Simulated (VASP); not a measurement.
**Se: single point with PBE**

Se:

```
CELL_PARAMETERS angstrom
0.00000 2.18271 2.18271
2.18271 0.00000 2.18271
2.18271 2.18271 0.00000
ATOMIC_POSITIONS crystal
Se 0.00000 0.00000 0.00000
```

This isn't the form of Se at room conditions, which is trigonal, of chains.

| Item | Value |
| --- | --- |
| Program | VASP 6.6.1 |
| Task | single point |
| Functional | PBE |
| Potentials or basis | VASP PAW PBE potentials, release 64 (Se) |
| Cutoff | 520 eV |
| k mesh | 43 × 43 × 43 |
| Occupations | fermi-dirac, width 0.0612256 eV |
| Spin | no spin polarisation |
| Dipole correction | no |
| Further INCAR settings | ALGO = Normal; EDIFF = 1e-06; NBANDS = 9 |

| Quantity | Value |
| --- | --- |
| Pressure | -1.4 GPa |
| Band gap on the k mesh | zero (bands 3 and 4 overlap by 5.03 eV) |

Levels at points of the mesh, in eV from the Fermi level:
```csv
k point,band 1,band 2,band 3,band 4,band 5,band 6
"(0.00, 0.00, 0.00)",-15.84,2.92,2.92,2.92,10.81,11.99
```

Wall time 3.3 min on 1 thread of Intel Xeon 8259CL (shared host), peak memory 0.46 GiB.
